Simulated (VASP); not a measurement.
The system is B5As2.

```xyz
7
Lattice="3.8130 0.0000 0.0000 -1.9065 3.3021 0.0000 0.0000 0.0000 7.9055" Properties=species:S:1:pos:R:3 pbc="T T T"
B     1.9065    0.0000    3.9528
B    -0.9532    1.6511    3.9528
B     0.9532    1.6511    3.9528
B     0.0000    0.0000    0.0000
B     0.0000    0.0000    3.9528
As    0.0000    0.0000    6.1162
As    0.0000    0.0000    1.7893
```

The cell was built from a structure type or drawn by symmetry, and may not be a known phase.

* Program: VASP 6.6.1
* Task: relaxation of cell and atoms
* Functional: PBE
* Potentials or basis: VASP PAW PBE potentials, release 64 (B, As)
* Cutoff: 500 eV
* k mesh: 5 × 5 × 2
* Occupations: gaussian, width 0.2 eV
* Spin: no spin polarisation

At the start: pressure -0.9 GPa; volume 14.22 Å³/atom.

Task: Where does the relaxation end?

Result: Over 16 steps the energy falls by 530.3 meV/atom and the volume is 15.46 Å³/atom (+8.7 %); space group P6/mmm (No. 191, to 0.1 Å) before and after.

Step by step:
```tsv
step	energy change (eV)	largest force (eV/Å)	pressure (GPa)	volume (Å³)
1	0.0000	0.0881	-0.88	99.54
2	-1.2186	2.1929	-3.36	97.78
3	-1.8435	3.2495	5.55	91.73
4	-2.2210	2.7446	-2.59	95.22
5	-2.2506	2.8821	-1.04	94.28
6	-2.9568	2.0283	6.19	92.04
7	-2.9828	1.8131	7.89	91.63
8	-3.5368	0.0369	4.51	97.14
9	-3.5489	0.4178	4.39	98.08
10	-3.6467	0.3341	-0.47	103.61
11	-3.6478	0.4256	-1.04	104.36
12	-3.6749	0.4166	-0.47	104.76
13	-3.6921	0.4005	0.50	105.35
14	-3.7069	0.1472	0.96	106.46
15	-3.7070	0.0976	0.92	106.37
16	-3.7122	0.0228	-0.15	108.24
```

Final structure:
```xyz
7
Lattice="3.4029 0.0000 0.0000 -1.7014 2.9470 0.0000 0.0000 0.0000 10.7939" Properties=species:S:1:pos:R:3 pbc="T T T"
B     1.7014    0.0000    5.3970
B    -0.8507    1.4735    5.3970
B     0.8507    1.4735    5.3970
B     0.0000    0.0000   10.7939
B     0.0000    0.0000    5.3970
As    1.7014    2.9470    8.9062
As    0.0000    0.0000    1.8877
```

Caveat: the k points lie up to 0.43 Å⁻¹ apart in the final cell; the highest band is partly filled, so the run has too few bands; a cell axis changed by over 15 % at a fixed basis, so the end point is rough; this functional lacks dispersion, which binds the layers, so the pressure and a relaxed spacing across them are unreliable.
